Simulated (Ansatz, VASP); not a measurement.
TaN: VASP beside Ansatz

```
CELL_PARAMETERS angstrom
2.89035 0.00000 0.00000
-1.44518 2.50312 0.00000
0.00000 0.00000 5.85352
ATOMIC_POSITIONS crystal
Ta 0.00000 0.00000 0.00000
Ta 0.00000 0.00000 0.50000
N 0.33333 0.66667 0.25000
N 0.66667 0.33333 0.75000
```

Alike in both runs: task relaxation of cell and atoms; functional PBEsol; k mesh 18 × 18 × 8; occupations gaussian, width 0.1 eV; no spin polarisation.

|  | VASP | Ansatz |
| --- | --- | --- |
| version | VASP 6.6.1 | Ansatz 0.2.0 |
| potentials or method | VASP PAW PBE potentials, release 64 (Ta_pv, N), cutoff 600 eV | scalar-relativistic, plane waves, PAW |
| valence electrons in the cell | 32 | 36 |

|  | VASP | Ansatz | Ansatz less VASP |
| --- | --- | --- | --- |
| gap on the k mesh at the Fermi level, each at its own relaxed structure (eV) | none | none | - |
| relaxed volume (Å³/atom) | 10.62 | 10.59 | -0.024 |
| relaxed length of the cell vector where the two differ most in proportion (Å) | 5.866 | 5.861 | -0.0048 |

VASP's potentials were made for PBE, not for PBEsol. A gap of «none» marks a metal or a gap that the smearing closes. VASP's potentials hold 32 valence electrons a cell and Ansatz's 36, so a difference there can come from the potentials and not from the codes.

Neither program's run includes spin-orbit coupling.
